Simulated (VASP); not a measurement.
Input of a VASP 6.6.1 run:

The input INCAR:

```
PREC     = Accurate       # precision mode
ENCUT    = 520            # plane-wave cutoff, eV
EDIFF    = 1E-7           # SCF threshold, eV
ISMEAR   = 0              # smearing method
SIGMA    = 0.1            # smearing width, eV
LREAL    = F              # projectors in reciprocal space
LASPH    = T              # aspherical terms in the spheres
NELM     = 60             # most SCF steps
ALGO     = Normal         # electronic algorithm
ISIF     = 2              # what is computed and relaxed
LWAVE    = F              # write WAVECAR
LCHARG   = T              # write CHGCAR
GGA      = PE             # functional
LELF     = T              # ELF
LVHAR    = T            
NBANDS   = 25             # bands
```

KPOINTS

```
Automatic mesh
0
Gamma
  4 4 4
```

The input POSCAR:

```
As2Se
1.0
    0.0000000000      4.1793700200      4.1793700200
    4.1793700200      0.0000000000      4.1793700200
    4.1793700200      4.1793700200      0.0000000000
As Se
4 2
Direct
    0.1250000000      0.1250000000      0.1250000000
    0.6250000000      0.1250000000      0.1250000000
    0.1250000000      0.1250000000      0.6250000000
    0.1250000000      0.6250000000      0.1250000000
    0.5000000000      0.5000000000      0.5000000000
    0.7500000000      0.7500000000      0.7500000000
```

Potentials or basis: VASP PAW PBE potentials, release 64 (As, Se).

Launch:

```console
$ cat potpaw_PBE.64/As/POTCAR potpaw_PBE.64/Se/POTCAR > POTCAR
$ mpirun -np 1 vasp_std > vasp.out
```

(1) Estimate the pressure.

(2) Estimate the band gap on the k mesh.

## Answers

(1) -8.5 GPa.

(2) zero (bands 16 and 17 overlap by 0.73 eV).

Caveat: the cell stands under tension.
